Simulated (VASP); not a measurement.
Input of a VASP 6.6.1 run:

Contents of INCAR:

```
SYSTEM = TiAl5
  PREC = Accurate
  ENCUT = 520
  EDIFF = 1E-6
  ISMEAR = 0
  SIGMA = 0.1
  LREAL = .False.
  LASPH = .True.
  NELM = 60
  ALGO = Normal
  ISIF = 2
  LWAVE = .False.
  LCHARG = .True.
  GGA = PE
  LELF = .True.
  LVHAR = .True.
  NBANDS = 22
```

The input KPOINTS:

```
regular mesh
0
Gamma
  6 6 1
  0 0 0
```

File POSCAR:

```
TiAl5
1.0
    2.8813866244      0.0000000000      0.0000000000
   -1.4406933122      2.4953540149      0.0000000000
    0.0000000000      0.0000000000     13.8892456798
Ti Al
1 5
Direct
    0.0000000000      0.0000000000      0.0000000000
    0.6666666667      0.3333333333      0.1651904066
    0.0000000000      0.0000000000      0.3294360820
    0.6666666667      0.3333333333      0.5000000000
    0.0000000000      0.0000000000      0.6705639180
    0.6666666667      0.3333333333      0.8348095934
```

Potentials or basis: VASP PAW PBE potentials, release 64 (Ti_sv, Al).

Launch:

```sh
$ cat potpaw_PBE.64/Ti_sv/POTCAR potpaw_PBE.64/Al/POTCAR > POTCAR
$ mpirun -np 1 vasp_std > vasp.out
```

(1) Predict the pressure.

(2) What does it give for the band gap on the k mesh?

Answers

(1) -0.1 GPa.

(2) zero (an odd number of electrons rules out a gap without spin polarisation).

Caveat: the k points lie up to 0.45 Å⁻¹ apart, too coarse for converged energies and pressures of a metal.
